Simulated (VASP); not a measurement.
BN, 2 atoms in the cell. The cell holds a slab with vacuum, 2 atoms: a = 2.504 Å, b = 2.504 Å, c = 20.000 Å, α = 90.00°, β = 90.00°, γ = 120.00°. 

* Program: VASP 6.6.1
* Task: single point
* Functional: PBE
* Dispersion: D3(BJ)
* Potentials or basis: VASP PAW PBE potentials, release 64 (B, N)
* Cutoff: 520 eV
* k mesh: 15 × 15 × 1
* Occupations: gaussian, width 0.05 eV
* Spin: no spin polarisation
* Dipole correction: yes
* Further INCAR settings: ALGO = Normal; EDIFF = 1e-06; NBANDS = 11; NELMDL = -8

Potentials or basis: VASP PAW PBE potentials, release 64 (B, N).

The run is started by

```sh
$ cat potpaw_PBE.64/B/POTCAR potpaw_PBE.64/N/POTCAR > POTCAR
$ mpirun -np 1 vasp_std > vasp.out
```

Hardware: 1 thread of Intel(R) Xeon(R) Platinum 8375C CPU @ 2.90GHz (Ice Lake) (shared host).

How long does it take, and how much memory?

Run time: 77 s on 1 thread of Intel(R) Xeon(R) Platinum 8375C CPU @ 2.90GHz (Ice Lake), with other jobs on the host, peak memory 0.24 GiB. Counts: scf iterations 24, k points 27.
